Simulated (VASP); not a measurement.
# Li3HS: relaxation of cell and atoms with LDA

Crystal: Li3HS.

```xyz
5
Lattice="3.8012 0.0000 0.0000 0.0000 3.8012 0.0000 0.0000 0.0000 3.8012" Properties=species:S:1:pos:R:3 pbc="T T T"
S     1.9006    1.9006    1.9006
H     0.0000    0.0000    0.0000
Li    1.9006    0.0000    0.0000
Li    0.0000    1.9006    0.0000
Li    0.0000    0.0000    1.9006
```

- Program: VASP 6.6.1
- Task: relaxation of cell and atoms
- Functional: LDA
- Potentials or basis: VASP PAW LDA potentials, release 64 (S, H, Li_sv)
- Cutoff: 600 eV
- k mesh: 6 × 6 × 6
- Occupations: gaussian, width 0.02 eV
- Spin: no spin polarisation
- Dipole correction: no
- Further INCAR settings: ALGO = Normal; EDIFF = 1e-06; IBRION = 2; EDIFFG = -0.005; NSW = 70; ISIF = 3

```
Relaxed volume                        : 10.13 Å³/atom
Relaxed cell                          : a = 3.700 Å, b = 3.700 Å, c = 3.700 Å, α = 90.00°, β = 90.00°, γ = 90.00°
Space group after relaxing (to 0.1 Å) : Pm-3m (No. 221)
Energy gained by relaxing             : 10.0 meV/atom
Ionic steps                           : 4
Pressure after relaxing               : 0.0 GPa
Band gap on the k mesh                : 4.37 eV (least direct gap 4.73 eV)
```

Step by step:
| step | energy change (eV) | largest force (eV/Å) | pressure (GPa) | volume (Å³) |
| --- | --- | --- | --- | --- |
| 1 | 0.0000 | 0.0000 | -3.53 | 54.92 |
| 2 | -0.0338 | 0.0000 | -2.13 | 53.02 |
| 3 | -0.0501 | 0.0000 | -0.18 | 50.82 |
| 4 | -0.0502 | 0.0000 | 0.02 | 50.63 |

Final structure:
```yaml
crystal:
  lattice:
    - [3.69953, 0.00000, 0.00000]
    - [0.00000, 3.69953, 0.00000]
    - [0.00000, 0.00000, 3.69953]
  atoms:
    - { symbol: S, position: [0.50000, 0.50000, 0.50000] }
    - { symbol: H, position: [0.00000, 0.00000, 0.00000] }
    - { symbol: Li, position: [0.50000, 0.00000, 0.00000] }
    - { symbol: Li, position: [0.00000, 0.50000, 0.00000] }
    - { symbol: Li, position: [0.00000, 0.00000, 0.50000] }
```

Levels at points of the mesh, in eV from the valence-band top:
| k point | band 4 | band 5 | band 6 | band 7 | band 8 | band 9 | band 10 | band 11 | band 12 |
| --- | --- | --- | --- | --- | --- | --- | --- | --- | --- |
| (0.00, 0.00, 0.00) | -11.58 | -2.41 | -1.31 | -1.31 | -1.31 | 6.39 | 6.39 | 7.43 | 7.43 |
| (0.50, 0.00, 0.00) | -11.23 | -4.75 | -0.55 | -0.55 | -0.35 | 4.37 | 4.80 | 4.80 | 5.59 |
| (0.50, 0.50, 0.00) | -10.85 | -3.55 | -3.13 | -3.13 | 0.00 | 4.86 | 7.20 | 7.20 | 7.70 |
| (0.50, 0.50, 0.50) | -10.37 | -3.61 | -2.99 | -2.99 | -2.99 | 4.99 | 4.99 | 4.99 | 10.96 |

Run time: 40 s on 1 thread of Intel(R) Xeon(R) Platinum 8259CL CPU @ 2.50GHz (Skylake/Cascade Lake), on a shared host, peak memory 0.15 GiB.

Caveat: the cutoff is under 1.25 times the usual one of these potentials, so pressure, stress and relaxed cells hold a basis-set (Pulay) error. A k mesh can miss the band edges.
